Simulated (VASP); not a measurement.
# WS2 (P6_3/mmc) in VASP: settings compared, part 3 of 3

VASP 6.6.1. The steps go on from the part before.

## Step 6: Single point, PBE

This run uses another cell than the first one, of 21.79 Å³/atom.

The input, INCAR:

```
SYSTEM = WS2
PREC = Accurate
ENCUT = 520
EDIFF = 1E-6
ISMEAR = -1
SIGMA = 0.05
LREAL = .False.
LASPH = .True.
NELM = 80
ALGO = Normal
ISIF = 2
LWAVE = .False.
LCHARG = .False.
GGA = PE
NBANDS = 35
```

The input, KPOINTS:

```
Automatic mesh
0
Gamma
  10 10 3
  0 0 0
```

The input, POSCAR:

```
WS2
1.0
    3.1877423268      0.0000000000      0.0000000000
   -1.5938711634      2.7606658357      0.0000000000
    0.0000000000      0.0000000000     14.8551572075
W S
2 4
Direct
    0.6666666667      0.3333333333      0.7500000000
    0.3333333333      0.6666666667      0.2500000000
    0.6666666667      0.3333333333      0.3557595727
    0.3333333333      0.6666666667      0.8557595727
    0.6666666667      0.3333333333      0.1442404273
    0.3333333333      0.6666666667      0.6442404273
```

Potentials or basis: VASP PAW PBE potentials, release 64 (W_sv, S).

The run is started by

```
$ cat potpaw_PBE.64/W_sv/POTCAR potpaw_PBE.64/S/POTCAR > POTCAR
$ mpirun -np 1 vasp_std > vasp.out
```

OUTCAR:

```text
SYSTEM = WS2
   PREC = Accurate
   ENCUT = 520
   EDIFF = 1E-6
   ISMEAR = -1
   LREAL = .False.
   LASPH = .True.
   NELM = 80
   ISIF = 2
   GGA = PE

 ion  position               nearest neighbor table
   1  0.667  0.333  0.750-   4 2.42   6 2.42   4 2.42   6 2.42   4 2.42   6 2.42
   2  0.333  0.667  0.250-   3 2.42   5 2.42   3 2.42   5 2.42   3 2.42   5 2.42
   3  0.667  0.333  0.356-   2 2.42   2 2.42   2 2.42
   4  0.333  0.667  0.856-   1 2.42   1 2.42   1 2.42
   5  0.667  0.333  0.144-   2 2.42   2 2.42   2 2.42
   6  0.333  0.667  0.644-   1 2.42   1 2.42   1 2.42

  LATTYP: Found a hexagonal cell.
 ALAT       =     3.1877423268
 C/A-ratio  =     4.6600871980

  Lattice vectors:

 A1 = (   3.1877423268,   0.0000000000,   0.0000000000)
 A2 = (  -1.5938711634,   2.7606658357,   0.0000000000)
 A3 = (   0.0000000000,   0.0000000000,  14.8551572075)

Analysis of symmetry for initial positions (statically):
=====================================================================
 Subroutine PRICEL returns:
 Original cell was already a primitive cell.

 Routine SETGRP: Setting up the symmetry group for a
 hexagonal supercell.

 Subroutine GETGRP returns: Found 24 space group operations
 (whereof 12 operations were pure point group operations)
 out of a pool of 24 trial point group operations.

The static configuration has the point symmetry D_3d.
 The point group associated with its full space group is D_6h.

Analysis of symmetry for dynamics (positions and initial velocities):
=====================================================================
 Subroutine PRICEL returns:
 Original cell was already a primitive cell.

 Routine SETGRP: Setting up the symmetry group for a
 hexagonal supercell.

 Subroutine GETGRP returns: Found 24 space group operations
 (whereof 12 operations were pure point group operations)
 out of a pool of 24 trial point group operations.

The dynamic configuration has the point symmetry D_3d.
 The point group associated with its full space group is D_6h.

 Subroutine INISYM returns: Found 24 space group operations
 (whereof 12 operations are pure point group operations),
 and found     1 'primitive' translations

----------------------------------------------------------------------------------------

                                     Primitive cell

  volume of cell :     130.7297

  direct lattice vectors                    reciprocal lattice vectors
     3.187742327  0.000000000  0.000000000     0.313701641  0.181115727  0.000000000
    -1.593871163  2.760665836  0.000000000     0.000000000  0.362231454  0.000000000
     0.000000000  0.000000000 14.855157207     0.000000000  0.000000000  0.067316689

  length of vectors
     3.187742327  3.187742327 14.855157207     0.362231454  0.362231454  0.067316689

  position of ions in fractional coordinates (direct lattice)
     0.666666667  0.333333333  0.750000000
     0.333333333  0.666666667  0.250000000
     0.666666667  0.333333333  0.355759573
     0.333333333  0.666666667  0.855759573
     0.666666667  0.333333333  0.144240427
     0.333333333  0.666666667  0.644240427

  ion indices of the primitive-cell ions
   primitive index   ion index
[... 32 lines left out ...]

 Following reciprocal coordinates:
            Coordinates               Weight
  0.000000  0.000000  0.000000      1.000000
  0.100000  0.000000  0.000000      6.000000
  0.200000  0.000000  0.000000      6.000000
  0.300000  0.000000  0.000000      6.000000
  0.400000  0.000000  0.000000      6.000000
  0.500000  0.000000  0.000000      3.000000
[... 16 lines left out ...]
  0.300000  0.100000  0.333333     24.000000
  0.400000  0.100000  0.333333     24.000000
 [... further k-points ...]
   k-points           NKPTS =     28   k-points in BZ     NKDIM =     28   number of bands    NBANDS=     35
   number of dos      NEDOS =    301   number of ions     NIONS =      6
   total plane-waves  NPLWV =  64512
   dimension x,y,z NGX =    24 NGY =   24 NGZ =  112
   dimension x,y,z NGXF=    48 NGYF=   48 NGZF=  224
   ions per type =               2   4
   NGX,Y,Z   is equivalent  to a cutoff of  12.52, 12.52, 12.53 a.u.
   NGXF,Y,Z  is equivalent  to a cutoff of  25.03, 25.03, 25.07 a.u.
 SYSTEM =  WS2
   PREC   = accura    normal or accurate (medium, high low for compatibility)
   ISTART =      0    job   : 0-new  1-cont  2-samecut
   ICHARG =      2    charge: 1-file 2-atom 10-const
   ISPIN  =      1    spin polarized calculation?
   LNONCOLLINEAR =      F non collinear calculations
   LSORBIT =      F    spin-orbit coupling
   LASPH  =      T    aspherical Exc in radial PAW
   ENCUT  =  520.0 eV  38.22 Ry    6.18 a.u.   5.93  5.93 27.62*2*pi/ulx,y,z
   NELM   =     80;   NELMIN=  2; NELMDL= -5     # of ELM steps
   EDIFF  = 0.1E-05   stopping-criterion for ELM
   LREAL  =      F    real-space projection
   EDIFFG = 0.1E-04   stopping-criterion for IOM
   NSW    =      0    number of steps for IOM
   IBRION =     -1    ionic relax: 0-MD 1-quasi-New 2-CG
   NFREE  =      0    steps in history (QN), initial steepest desc. (CG)
   ISIF   =      2    stress and relaxation
   ISYM   =      2    0-nonsym 1-usesym 2-fastsym
   POTIM  = 0.5000    time-step for ionic-motion
   TEBEG  =    0.0;   TEEND  =   0.0 temperature during run
   PSTRESS=    0.0 pullay stress
   NELECT =      52.0000    total number of electrons
   NUPDOWN=      -1.0000    fix difference up-down
   EMIN   =  10.00;   EMAX   =-10.00  energy-range for DOS
   EFERMI =   0.00;   METHOD = LEGACY
   ISMEAR =    -1;   SIGMA  =   0.05  broadening in eV -4-tet -1-fermi 0-gaus
   EFERMI_NEDOS =   21; number of points for ismear=-14 and -15
   IALGO  =     38    algorithm
   IMIX   =      4    mixing-type and parameters
     AMIX     =   0.40;   BMIX     =  1.00
     AMIX_MAG =   1.60;   BMIX_MAG =  1.00
  volume/ion in A,a.u.               =      21.79       147.03
  Fermi-wavevector in a.u.,A,eV,Ry     =   1.203976  2.275185 19.722438  1.449558
  Thomas-Fermi vector in A             =   2.339714
   LORBIT       =      0    0 simple, 1 ext, 2 COOP (PROOUT), +10 PAW based schemes
   GGA     = PE    functional components
   LHFCALC =     F    Hartree Fock is set to
   AEXX    =    0.0000 exact exchange contribution
   IVDW    =     0    specifies the selected vdW correction
   LEPSILON=     F    determine dielectric tensor
   LRPA    =     F    only Hartree local field effects (RPA)
 non-spin polarized calculation
  energy-cutoff  :      520.00
  volume of cell :      130.73
 maximum number of plane-waves:      3560
 NGX is ok and might be reduce to    24
   NGX = 11   NGY = 11   NGZ = 55

 number of electron      52.0000001 magnetization

 Free energy of the ion-electron system (eV)
  ---------------------------------------------------
  ext. energy  EPLUGINS =         0.00000000
  ---------------------------------------------------
  free energy    TOTEN  =       -47.36412448 eV

  energy without entropy =      -47.36412447  energy(sigma->0) =      -47.36412447

 E-fermi :   5.5092     XC(G=0):  -9.5018

 val. band max:        4.6923784567   @ k =   0.0000   0.0000   0.0000
 cond. band min:       6.4767287802   @ k =   0.2000   0.1000   0.0000
 fundamental gap:      1.7843503236
 Fermi energy:         5.5091867966

 k-point     1 :       0.0000    0.0000    0.0000
  band No.  band energies     occupation
      1     -69.5221      2.00000
      2     -69.5220      2.00000
      3     -33.7500      2.00000
      4     -33.7500      2.00000
      5     -33.6062      2.00000
      6     -33.6062      2.00000
[... 901 lines left out ...]
     34       9.0514      0.00000
     35      10.0777      0.00000

 [... further k-points ...]

------------------------ aborting loop because EDIFF is reached ----------------------------------------

  FORCE on cell =-STRESS in cart. coord.  units (eV):
  Direction    XX          YY          ZZ          XY          YZ          ZX
  --------------------------------------------------------------------------------------
  -------------------------------------------------------------------------------------
  Total       -0.0265758     -0.0265758     -0.0324233      0.0000000      0.0000000     -0.0000000
  in kB       -0.3257032     -0.3257032     -0.3973686      0.0000000      0.0000000     -0.0000000
  external PRESSURE =      -0.3495917 kB  Pullay stress =       0.0000000 kB

 VOLUME and BASIS-vectors are now :
 -----------------------------------------------------------------------------
  energy-cutoff  :      520.00
  volume of cell :      130.73
      direct lattice vectors                 reciprocal lattice vectors
     3.187742327  0.000000000  0.000000000     0.313701641  0.181115727  0.000000000
    -1.593871163  2.760665836  0.000000000     0.000000000  0.362231454  0.000000000
     0.000000000  0.000000000 14.855157207     0.000000000  0.000000000  0.067316689

 POSITION                                       TOTAL-FORCE (eV/Angst)
 -----------------------------------------------------------------------------------
      1.59387      0.92022     11.14137        -0.000000     -0.000000      0.000000
     -0.00000      1.84044      3.71379         0.000000     -0.000000      0.000000
      1.59387      0.92022      5.28486         0.000000      0.000000      0.002690
     -0.00000      1.84044     12.71244        -0.000000     -0.000000      0.002690
      1.59387      0.92022      2.14271         0.000000      0.000000     -0.002690
     -0.00000      1.84044      9.57029        -0.000000      0.000000     -0.002690
 -----------------------------------------------------------------------------------
    total drift:                               -0.000000      0.000000     -0.000000

  FREE ENERGIE OF THE ION-ELECTRON SYSTEM (eV)
  ---------------------------------------------------
  free  energy   TOTEN  =       -47.3641244755 eV

  energy  without entropy=      -47.3641244735  energy(sigma->0) =      -47.36412447
```

OSZICAR:

```text
N       E                     dE             d eps       ncg     rms          rms(c)
DAV:   1     0.501298045441E+03    0.50130E+03   -0.28493E+04  2184   0.144E+03
DAV:   2    -0.174845031916E+02   -0.51878E+03   -0.50193E+03  2312   0.388E+02
DAV:   3    -0.492836373277E+02   -0.31799E+02   -0.31329E+02  2477   0.922E+01
DAV:   4    -0.501661056824E+02   -0.88247E+00   -0.87693E+00  2383   0.159E+01
DAV:   5    -0.501893233621E+02   -0.23218E-01   -0.23206E-01  2424   0.274E+00    0.367E+01
DAV:   6    -0.477404020131E+02    0.24489E+01   -0.89240E+00  2244   0.197E+01    0.157E+01
DAV:   7    -0.474996453611E+02    0.24076E+00   -0.25001E+00  2224   0.836E+00    0.654E+00
DAV:   8    -0.473643925421E+02    0.13525E+00   -0.36797E-01  2269   0.418E+00    0.182E+00
DAV:   9    -0.473661686877E+02   -0.17761E-02   -0.46843E-02  2370   0.110E+00    0.102E+00
DAV:  10    -0.473644604772E+02    0.17082E-02   -0.20145E-02  2320   0.909E-01    0.301E-01
DAV:  11    -0.473640515398E+02    0.40894E-03   -0.30435E-03  2118   0.324E-01    0.155E-01
DAV:  12    -0.473640660240E+02   -0.14484E-04   -0.18001E-04  2463   0.670E-02    0.416E-02
DAV:  13    -0.473641179269E+02   -0.51903E-04   -0.57305E-05  2101   0.408E-02    0.461E-02
DAV:  14    -0.473641231613E+02   -0.52343E-05   -0.20694E-05  2000   0.251E-02    0.176E-02
DAV:  15    -0.473641242472E+02   -0.10859E-05   -0.41737E-06  1926   0.130E-02    0.379E-03
DAV:  16    -0.473641244755E+02   -0.22838E-06   -0.43822E-07  1256   0.352E-03
   1 F= -.47364124E+02 E0= -.47364124E+02  d E =-.200943E-08
```

Wall time 1.7 min (1 thread of Intel Xeon Platinum 8259CL at 2.50GHz (Skylake/Cascade Lake), shared host); peak memory 0.29 GiB.

Results:

```yaml
Free_energy: -47.3641 eV
Pressure: 0.0 GPa
Band_gap_on_the_k_mesh: 1.78 eV (least direct gap 2.14 eV)
```

Forces in eV/Å, atoms in the order of the input:
```
W    0.000  0.000  0.000
W    0.000  0.000  0.000
S    0.000  0.000  0.003
S    0.000  0.000  0.003
S    0.000  0.000 -0.003
S    0.000  0.000 -0.003
```

Caveat: spin-orbit coupling is left out, which moves the levels of the heavy elements; this functional lacks dispersion, which binds layers or chains, so the pressure and a relaxed spacing across them are unreliable.

## Step 7: The runs side by side

```csv
level,potentials or basis,cell,gap on the mesh (eV),pressure (GPa),largest force (eV/Å)
PBEsol,"VASP PAW PBE potentials, release 64 (W_sv, S)","a = 3.222, b = 3.222, c = 12.664 Å, angles 90.0, 90.0, 120.0°, 6 atoms, atomic positions A",1.12,-8.2,0.78
PBEsol,"VASP PAW PBE potentials, release 64 (W_sv, S)","a = 3.242, b = 3.242, c = 12.745 Å, angles 90.0, 90.0, 120.0°, 6 atoms, atomic positions A",1.14,-10.5,1.07
LDA,"VASP PAW LDA potentials, release 64 (W_sv, S)","a = 3.127, b = 3.127, c = 12.159 Å, angles 90.0, 90.0, 120.0°, 6 atoms, atomic positions B",0.92,0.4,0.05
LDA,"VASP PAW LDA potentials, release 64 (W_sv, S)","a = 3.180, b = 3.180, c = 12.500 Å, angles 90.0, 90.0, 120.0°, 6 atoms, atomic positions A",1.05,-5.3,0.31
PBE,"VASP PAW PBE potentials, release 64 (W_sv, S)","a = 3.188, b = 3.188, c = 14.855 Å, angles 90.0, 90.0, 120.0°, 6 atoms, atomic positions C",1.78,0.0,-
```

Alike in all rows: task single point; no spin polarisation; k mesh 10 × 10 × 3; cutoff (eV) 520; smearing fermi-dirac 0.05 eV.

Caveats: spin-orbit coupling is left out, which moves the levels of the heavy elements; the cell stands under tension (at least some runs); this functional lacks dispersion, which binds layers or chains, so the pressure and a relaxed spacing across them are unreliable (at least some runs); the PAW data sets were made with another functional, which shifts forces and pressure a little (at least some runs).

Absolute energies hang on the potentials; compare differences alone.
